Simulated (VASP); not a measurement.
# LaZn (Pm-3m) in VASP: notebook, part 2 of 2

VASP 6.6.1. The steps go on from the part before.

### Step 4. Electric field gradients, LDA (26.63 Å³/atom)

This run uses another cell than the first one, of 26.63 Å³/atom.

Contents of INCAR:

```
PREC = Accurate
ENCUT = 520
EDIFF = 1E-8
ISMEAR = -1
SIGMA = 0.05
LREAL = F
LASPH = T
NELM = 60
ALGO = Normal
ISIF = 2
LWAVE = F
LCHARG = F
LEFG = T
NBANDS = 18
```

Contents of KPOINTS:

```
Automatic mesh
0
Gamma
  9 9 9
```

Contents of POSCAR:

```
LaZn
1.0
    3.7624585633      0.0000000000      0.0000000000
    0.0000000000      3.7624585633      0.0000000000
    0.0000000000      0.0000000000      3.7624585633
La Zn
1 1
Direct
    0.5000000000      0.5000000000      0.5000000000
    0.0000000000      0.0000000000      0.0000000000
```

Potentials or basis: VASP PAW LDA potentials, release 64 (La, Zn).

On the command line:

```sh
$ cat potpaw_LDA.64/La/POTCAR potpaw_LDA.64/Zn/POTCAR > POTCAR
$ mpirun -np 1 vasp_std > vasp.out
```

OUTCAR:

```text
PREC = Accurate
   ENCUT = 520
   EDIFF = 1E-8
   ISMEAR = -1
   LREAL = F
   LASPH = T
   NELM = 60
   ISIF = 2

 ion  position               nearest neighbor table
   1  0.500  0.500  0.500-   2 3.26   2 3.26   2 3.26   2 3.26   2 3.26   2 3.26   2 3.26   2 3.26

   2  0.000  0.000  0.000-   1 3.26   1 3.26   1 3.26   1 3.26   1 3.26   1 3.26   1 3.26   1 3.26

  LATTYP: Found a simple cubic cell.
 ALAT       =     3.7624585633

  Lattice vectors:

 A1 = (   3.7624585633,   0.0000000000,   0.0000000000)
[... 716 lines left out ...]
  FREE ENERGIE OF THE ION-ELECTRON SYSTEM (eV)
  ---------------------------------------------------
  free  energy   TOTEN  =        -7.9202050467 eV

  energy  without entropy=       -7.8965668520  energy(sigma->0) =       -7.90838595

 Electric field gradients (V/A^2)
---------------------------------------------------------------------
 ion       V_xx      V_yy      V_zz      V_xy      V_xz      V_yz
---------------------------------------------------------------------
   1      -0.000     0.000    -0.000    -0.000     0.000    -0.000
   2       0.000     0.000     0.000     0.000    -0.000     0.000
---------------------------------------------------------------------

 Electric field gradients after diagonalization (V/A^2)
 (convention: |V_zz| > |V_xx| > |V_yy|)
----------------------------------------------------------------------
 ion       V_xx      V_yy      V_zz     asymmetry (V_yy - V_xx)/ V_zz
----------------------------------------------------------------------
   1      -0.000     0.000    -0.000      -1.264
   2       0.000     0.000     0.000      -0.084
----------------------------------------------------------------------

           NMR quadrupolar parameters

 Cq : quadrupolar parameter    Cq=e*Q*V_zz/h
 eta: asymmetry parameters     (V_yy - V_xx)/ V_zz
 Q  : nuclear electric quadrupole moment in mb (millibarn)
----------------------------------------------------------------------
 ion       Cq(MHz)       eta       Q (mb)
----------------------------------------------------------------------
   1      -0.000      -1.264       1.000
   2       0.000      -0.084       1.000
----------------------------------------------------------------------
```

Wall time 46 s (1 thread of Intel Xeon 8259CL, shared host); peak memory 0.18 GiB.

What came out:

| Property | Result |
| --- | --- |
| Free energy | -7.9202 eV |
| Pressure | -4.4 GPa |
| Band gap on the k mesh | zero (an odd number of electrons rules out a gap without spin polarisation) |
| Largest electric field gradient by atom | under 0.05 V/Å² on every atom |

Caveat: the cell stands under tension; spin-orbit coupling is left out, which moves the levels of the heavy elements.

### Step 5. Electric field gradients, LDA (26.89 Å³/atom)

This run uses another cell than the first one, of 26.89 Å³/atom.

Contents of INCAR:

```
SYSTEM = LaZn
PREC = Accurate
ENCUT = 520
EDIFF = 1E-8
ISMEAR = -1
SIGMA = 0.05
LREAL = .False.
LASPH = .True.
NELM = 80
ALGO = Normal
ISIF = 2
LWAVE = .False.
LCHARG = .False.
LEFG = .True.
NBANDS = 18
```

Contents of KPOINTS:

```
Automatic mesh
0
Gamma
  9 9 9
  0 0 0
```

Contents of POSCAR:

```
LaZn
1.0
    3.7748351608      0.0000000000      0.0000000000
    0.0000000000      3.7748351608      0.0000000000
    0.0000000000      0.0000000000      3.7748351608
La Zn
1 1
Direct
    0.5000000000      0.5000000000      0.5000000000
    0.0000000000      0.0000000000      0.0000000000
```

Potentials or basis: VASP PAW LDA potentials, release 64 (La, Zn).

On the command line:

```sh
$ cat potpaw_LDA.64/La/POTCAR potpaw_LDA.64/Zn/POTCAR > POTCAR
$ mpirun -np 1 vasp_std > vasp.out
```

OUTCAR:

```text
SYSTEM = LaZn
   PREC = Accurate
   ENCUT = 520
   EDIFF = 1E-8
   ISMEAR = -1
   LREAL = .False.
   LASPH = .True.
   NELM = 80
   ISIF = 2

 ion  position               nearest neighbor table
   1  0.500  0.500  0.500-   2 3.27   2 3.27   2 3.27   2 3.27   2 3.27   2 3.27   2 3.27   2 3.27

   2  0.000  0.000  0.000-   1 3.27   1 3.27   1 3.27   1 3.27   1 3.27   1 3.27   1 3.27   1 3.27

  LATTYP: Found a simple cubic cell.
 ALAT       =     3.7748351608

  Lattice vectors:

 A1 = (   3.7748351608,   0.0000000000,   0.0000000000)
 A2 = (   0.0000000000,   3.7748351608,   0.0000000000)
 A3 = (   0.0000000000,   0.0000000000,   3.7748351608)

Analysis of symmetry for initial positions (statically):
=====================================================================
 Subroutine PRICEL returns:
 Original cell was already a primitive cell.

 Routine SETGRP: Setting up the symmetry group for a
 simple cubic supercell.

[... 691 lines left out ...]
  volume of cell :       53.79
      direct lattice vectors                 reciprocal lattice vectors
     3.774835161  0.000000000  0.000000000     0.264912230  0.000000000  0.000000000
     0.000000000  3.774835161  0.000000000     0.000000000  0.264912230  0.000000000
     0.000000000  0.000000000  3.774835161     0.000000000  0.000000000  0.264912230

 POSITION                                       TOTAL-FORCE (eV/Angst)
 -----------------------------------------------------------------------------------
      1.88742      1.88742      1.88742         0.000000      0.000000      0.000000
      0.00000      0.00000      0.00000         0.000000      0.000000      0.000000
 -----------------------------------------------------------------------------------
    total drift:                               -0.000000      0.000000      0.000000

  FREE ENERGIE OF THE ION-ELECTRON SYSTEM (eV)
  ---------------------------------------------------
  free  energy   TOTEN  =        -7.9051515115 eV

  energy  without entropy=       -7.8814398822  energy(sigma->0) =       -7.89329570

 Electric field gradients (V/A^2)
---------------------------------------------------------------------
 ion       V_xx      V_yy      V_zz      V_xy      V_xz      V_yz
---------------------------------------------------------------------
   1       0.000    -0.000     0.000     0.000     0.000     0.000
   2       0.000     0.000     0.000     0.000    -0.000     0.000
---------------------------------------------------------------------

 Electric field gradients after diagonalization (V/A^2)
 (convention: |V_zz| > |V_xx| > |V_yy|)
----------------------------------------------------------------------
 ion       V_xx      V_yy      V_zz     asymmetry (V_yy - V_xx)/ V_zz
----------------------------------------------------------------------
   1       0.000    -0.000     0.000      -1.234
   2       0.000     0.000     0.000      -0.198
----------------------------------------------------------------------

           NMR quadrupolar parameters

 Cq : quadrupolar parameter    Cq=e*Q*V_zz/h
 eta: asymmetry parameters     (V_yy - V_xx)/ V_zz
 Q  : nuclear electric quadrupole moment in mb (millibarn)
----------------------------------------------------------------------
 ion       Cq(MHz)       eta       Q (mb)
----------------------------------------------------------------------
   1       0.000      -1.234       1.000
   2       0.000      -0.198       1.000
----------------------------------------------------------------------
```

OSZICAR:

```text
N       E                     dE             d eps       ncg     rms          rms(c)
DAV:   1     0.165911423632E+03    0.16591E+03   -0.98192E+03  1308   0.197E+03
DAV:   2     0.124809282002E+02   -0.15343E+03   -0.14844E+03  1572   0.275E+02
DAV:   3    -0.639061392997E+01   -0.18872E+02   -0.18259E+02  1612   0.112E+02
DAV:   4    -0.812716668851E+01   -0.17366E+01   -0.16553E+01  2430   0.237E+01
DAV:   5    -0.817856974756E+01   -0.51403E-01   -0.51304E-01  1674   0.405E+00    0.330E+00
DAV:   6    -0.792992374431E+01    0.24865E+00   -0.22321E+00  1914   0.183E+01    0.212E+00
DAV:   7    -0.791276743490E+01    0.17156E-01   -0.19241E-01  1632   0.528E+00    0.993E-01
DAV:   8    -0.790564172071E+01    0.71257E-02   -0.16185E-02  2232   0.110E+00    0.163E-01
DAV:   9    -0.790516714042E+01    0.47458E-03   -0.96668E-04  1952   0.311E-01    0.351E-02
DAV:  10    -0.790515167599E+01    0.15464E-04   -0.14375E-04  2224   0.101E-01    0.943E-03
DAV:  11    -0.790515115309E+01    0.52291E-06   -0.13135E-05  1720   0.380E-02    0.432E-03
DAV:  12    -0.790515151801E+01   -0.36493E-06   -0.18483E-06  2240   0.125E-02    0.104E-03
DAV:  13    -0.790515151162E+01    0.63878E-08   -0.18692E-07  1824   0.409E-03    0.417E-04
DAV:  14    -0.790515151151E+01    0.11141E-09   -0.14391E-08  1440   0.152E-03
   1 F= -.79051515E+01 E0= -.78932957E+01  d E =-.237116E-01
```

stdout:

```text
POSCAR found type information on POSCAR LaZn
 POSCAR found :  2 types and       2 ions
 scaLAPACK will be used
 LDA part: xc-table for (Slater(with rela. corr.)+CA(PZ))
 , standard interpolation
 POSCAR, INCAR and KPOINTS ok, starting setup
 FFT: planning ... GRIDC
 FFT: planning ... GRID_SOFT
 FFT: planning ... GRID
 WAVECAR not read
 entering main loop
ion   1

ion   2
```

It took 44 s on 1 thread of Intel Xeon 8259CL, shared host; peak memory 0.18 GiB.

What came out:

| Item | Value |
| --- | --- |
| Free energy | -7.9052 eV |
| Pressure | -4.8 GPa |
| Band gap on the k mesh | zero (an odd number of electrons rules out a gap without spin polarisation) |
| Largest electric field gradient by atom | under 0.05 V/Å² on every atom |

Levels at points of the mesh, in eV from the Fermi level:
```
           k point  band 9  band 10  band 11  band 12  band 13  band 14  band 15  band 16
(0.00, 0.00, 0.00)   -6.99    -6.01    -0.39    -0.39     1.54     1.54     1.54     1.67
```

Caveat: the cell stands under tension; spin-orbit coupling is left out, which moves the levels of the heavy elements.

### Step 6. Overview

| cell | gap on the mesh (eV) | pressure (GPa) |
| --- | --- | --- |
| a = 3.750 Å, 2 atoms | none | -4.0 |
| a = 3.762 Å, 2 atoms | none | -4.4 |
| a = 3.775 Å, 2 atoms | none | -4.8 |

Alike in all rows: task electric field gradients; level LDA; potentials or basis VASP PAW LDA potentials, release 64 (La, Zn); no spin polarisation; k mesh 9 × 9 × 9; cutoff (eV) 520; smearing fermi-dirac 0.05 eV.

Caveats: the cell stands under tension; spin-orbit coupling is left out, which moves the levels of the heavy elements.

Total energies depend on the potentials used, so only differences within one code and one set of settings carry meaning.
